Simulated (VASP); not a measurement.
Set up this calculation in VASP 6.6.1, as the native input.

- Task: single point
- Functional: PBE-based screened hybrid
- Potentials or basis: VASP PAW PBE potentials, release 64 (Ti_sv)
- Cutoff: 520 eV
- k mesh: 6 × 6 × 6
- Occupations: fermi-dirac, width 0.05 eV
- Spin: no spin polarisation
- Dipole correction: no
- Grid for exact exchange (PRECFOCK): Normal
- Share of exact exchange: 0.25
- Further INCAR settings: ALGO = Normal; EDIFF = 1e-06; NBANDS = 12
- Screening parameter: 0.3 1/Å

The system is Ti.

```
Ti
1.0
    -1.64100    1.64100    1.64100
     1.64100   -1.64100    1.64100
     1.64100    1.64100   -1.64100
Ti
1
Direct
  0.00000 0.00000 0.00000
```

These files were run (other wordings do the same):

POSCAR

```
Ti
1.0
   -1.6410000000      1.6410000000      1.6410000000
    1.6410000000     -1.6410000000      1.6410000000
    1.6410000000      1.6410000000     -1.6410000000
Ti
1
Direct
    0.0000000000      0.0000000000      0.0000000000
```

INCAR.step1

```
  PREC = Accurate
  ENCUT = 520
  EDIFF = 1E-5
  ISMEAR = -1
  SIGMA = 0.05
  LREAL = False
  LASPH = True
  NELM = 80
  ALGO = Normal
  ISIF = 2
  LWAVE = True
  LCHARG = False
  GGA = PE
  NBANDS = 12
```

INCAR.step2

```
  PREC = Accurate
  ENCUT = 520
  EDIFF = 1E-6
  ISMEAR = -1
  SIGMA = 0.05
  LREAL = False
  LASPH = True
  NELM = 80
  ALGO = Normal
  ISIF = 2
  LWAVE = False
  LCHARG = False
  GGA = PE
  LHFCALC = True
  AEXX = 0.25
  HFSCREEN = 0.3
  PRECFOCK = Normal
  ISTART = 1
  NBANDS = 12
```

KPOINTS

```
Automatic mesh
0
Gamma
  6 6 6
```

Potentials or basis: VASP PAW PBE potentials, release 64 (Ti_sv).

The run is started by

```bash
$ cat potpaw_PBE.64/Ti_sv/POTCAR > POTCAR
$ cp INCAR.step1 INCAR
$ mpirun -np 1 vasp_std > vasp.out
$ cp INCAR.step2 INCAR
$ mpirun -np 1 vasp_std > vasp.out
```

It gave:

```
Pressure               : -2.6 GPa
Band gap on the k mesh : zero (band 6 reaches 9.39 eV, above the bottom of band 7 at 7.17 eV)
```

Caveat: the k points lie up to 0.45 Å⁻¹ apart; the PAW data sets were made with another functional, which shifts forces and pressure a little.

Wall time 8 min on 1 thread of Intel(R) Xeon(R) Platinum 8488C (Sapphire Rapids), with other jobs on the host, peak memory 0.24 GiB.
